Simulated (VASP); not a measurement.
Write the native input for VASP 6.6.1 that does the following.

| Property | Result |
| --- | --- |
| Task | single point |
| Functional | PBE |
| Dispersion | D3(BJ) |
| Potentials or basis | VASP PAW PBE potentials, release 64 (Mo_sv, S) |
| Cutoff | 520 eV |
| k mesh | 12 × 12 × 12 |
| Occupations | gaussian, width 0.05 eV |
| Spin | no spin polarisation |
| Dipole correction | no |
| Further INCAR settings | ALGO = Normal; EDIFF = 1e-07; NBANDS = 20 |

The structure of MoS2 lies in POSCAR:

```
MoS2
1.0
    1.5764743789      0.9101779070      5.9965349857
   -1.5764743789      0.9101779070      5.9965349857
    0.0000000000     -1.8203558141      5.9965349857
Mo S
1 2
Direct
    0.0183354084      0.0183354084     -0.0366190023
    0.7260919685      0.7260919685      0.8084934413
    0.5523677644      0.5523677644      0.6344352784
```

This cell differs from its parent crystal: atoms displaced along a vibrational mode.

The input as run:

INCAR

```
ALGO = Normal ; EDIFF = 1E-7
ENCUT = 520 ; GGA = PE
ISIF = 2 ; ISMEAR = 0
IVDW = 12 ; LASPH = T
LCHARG = T ; LELF = T
LREAL = F ; LVHAR = T
LWAVE = F ; NBANDS = 20
NELM = 80 ; PREC = Accurate
SIGMA = 0.05
```

KPOINTS

```
k-points
0
Gamma
  12 12 12
```

Potentials or basis: VASP PAW PBE potentials, release 64 (Mo_sv, S).

The run is started by

```bash
$ cat potpaw_PBE.64/Mo_sv/POTCAR potpaw_PBE.64/S/POTCAR > POTCAR
$ mpirun -np 1 vasp_std > vasp.out
```

Results of the run:

```json
{
  "Pressure": "3.5 GPa",
  "Largest force": "4.533 eV/Å",
  "Band gap on the k mesh": "0.66 eV (least direct gap 0.86 eV)",
  "Dispersion energy per atom": "-0.440 eV"
}
```

Caveat: the cell differs from its parent crystal (atoms displaced along a vibrational mode); the stress differs along the axes, from -3 to 8 GPa; forces of over 1 eV/Å act on the atoms, so gaps and moduli don't describe the material at rest.

Wall time 12 min on 1 thread of Intel(R) Xeon(R) Platinum 8488C (Sapphire Rapids), with other jobs on the host, peak memory 0.65 GiB.
